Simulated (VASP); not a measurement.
Runs of VASP 6.6.1 on MoSe. The structure is that of space group P6_3/mmc (No. 194), or close to it. The cells are those of the table. 

```tsv
task	cell	cutoff (eV)	gap on the mesh (eV)	pressure (GPa)	moment (μB)
single point	a = 3.979, b = 3.979, c = 5.049 Å, angles 90.0, 90.0, 120.0°, 4 atoms	520	none	(a)	0.00
single point	a = 4.139, b = 4.139, c = 5.134 Å, angles 90.0, 90.0, 120.0°, 4 atoms	520	none	-4.8	0.04
relaxation of shape and atoms at fixed volume	relaxed from a = 4.100, b = 4.100, c = 5.132 Å, angles 90.0, 90.0, 120.0°, 4 atoms	600	none	-2.5	0.01
single point	a = 4.106, b = 4.106, c = 5.117 Å, angles 90.0, 90.0, 120.0°, 4 atoms	520	none	-2.4	0.01
single point	a = 4.073, b = 4.073, c = 5.099 Å, angles 90.0, 90.0, 120.0°, 4 atoms	520	none	(b)	0.01
```

Alike in all rows: level PBE; potentials or basis VASP PAW PBE potentials, release 64 (Mo_sv, Se); spin collinear, ferromagnetic start; k mesh 10 × 10 × 6; smearing gaussian 0.05 eV.

Problem. Estimate the missing entries.

Solution. (a) 9.5; (b) 0.3.

A k mesh can miss the band edges, and the runs leave out spin-orbit coupling on Mo, Se.

A gap of «none» marks levels without a gap at the run's occupations.
